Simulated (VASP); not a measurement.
Write the native input for VASP 6.6.1 that does the following.

* Task: single point
* Functional: PBE
* Potentials or basis: VASP PAW PBE potentials, release 64 (Sb, Te, O)
* Cutoff: 520 eV
* k mesh: 3 × 3 × 3
* Occupations: gaussian, width 0.15 eV
* Spin: no spin polarisation
* Dipole correction: no
* Further INCAR settings: ALGO = Normal; EDIFF = 1e-07; NBANDS = 33

The structure of Sb2TeO5 lies in POSCAR:

```
Sb2TeO5
1.0
   -2.2186846440      2.2186846440      5.9901585625
    2.2186846440     -2.2186846440      5.9901585625
    2.2186846440      2.2186846440     -5.9901585625
Sb Te O
2 1 5
Direct
    0.1808946567      0.1808946567      0.0000000000
    0.8191053433      0.8191053433      0.0000000000
    0.5000000000      0.5000000000      0.0000000000
    0.7500000000      0.2500000000      0.5000000000
    0.2500000000      0.7500000000      0.5000000000
    0.5000000000      0.0000000000      0.5000000000
    0.0000000000      0.5000000000      0.5000000000
    0.0000000000      0.0000000000      0.0000000000
```

The cell was generated, and may not be a known phase.

These files were run (other wordings do the same):

INCAR

```
  PREC = Accurate
  ENCUT = 520
  EDIFF = 1E-7
  ISMEAR = 0
  SIGMA = 0.15
  LREAL = F
  LASPH = T
  NELM = 80
  ALGO = Normal
  ISIF = 2
  LWAVE = F
  LCHARG = F
  GGA = PE
  NBANDS = 33
```

KPOINTS

```
regular mesh
0
Gamma
  3 3 3
```

Potentials or basis: VASP PAW PBE potentials, release 64 (Sb, Te, O).

Command:

```bash
$ cat potpaw_PBE.64/Sb/POTCAR potpaw_PBE.64/Te/POTCAR potpaw_PBE.64/O/POTCAR > POTCAR
$ mpirun -np 1 vasp_std > vasp.out
```

It gave:

The pressure is -0.6 GPa and the largest force is 0.030 eV/Å. The band gap on the k mesh is zero (bands 23 and 24 overlap by 1.24 eV).

Caveat: the k points lie up to 0.50 Å⁻¹ apart, too coarse for converged energies and pressures of a metal; spin-orbit coupling is left out, which moves the levels of the heavy elements.

It took 40 s on 1 thread of Intel(R) Xeon(R) 6975P-C (Granite Rapids) (shared host), peak memory 0.35 GiB.
